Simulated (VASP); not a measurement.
A run of VASP 6.6.1 is set up as follows.

INCAR

```
SYSTEM = CdInS2
  PREC = Accurate
  ENCUT = 520
  EDIFF = 1E-6
  ISMEAR = 0
  SIGMA = 0.15
  LREAL = .FALSE.
  LASPH = .TRUE.
  NELM = 60
  ALGO = Normal
  ISIF = 2
  LWAVE = .FALSE.
  LCHARG = .TRUE.
  GGA = PE
  LELF = .TRUE.
  LVHAR = .TRUE.
  NBANDS = 26
```

File KPOINTS:

```
Automatic mesh
0
G
  12 12 6
  0 0 0
```

The input POSCAR:

```
CdInS2
1.0
    3.8708750509      0.0000000000      0.0000000000
   -1.9354375254      3.3522761289      0.0000000000
    0.0000000000      0.0000000000      6.8110577793
Cd In S
1 1 2
Direct
    0.0000000000      0.0000000000      0.0000000000
    0.0000000000      0.0000000000      0.5000000000
    0.6666666667      0.3333333333      0.7700708788
    0.3333333333      0.6666666667      0.2299291212
```

Potentials or basis: VASP PAW PBE potentials, release 64 (Cd, In_d, S).

Run with:

```sh
$ cat potpaw_PBE.64/Cd/POTCAR potpaw_PBE.64/In_d/POTCAR potpaw_PBE.64/S/POTCAR > POTCAR
$ mpirun -np 1 vasp_std > vasp.out
```

(1) Estimate the pressure.

(2) What does it give for the band gap on the k mesh?

(3) Predict the largest force.

## Answers

(1) 0.6 GPa.

(2) zero (an odd number of electrons rules out a gap without spin polarisation).

(3) 0.424 eV/Å.

Caveat: spin-orbit coupling is left out, which moves the levels of the heavy elements; an odd number of electrons without spin polarisation forces a metal; a magnetic or distorted state may lie lower.
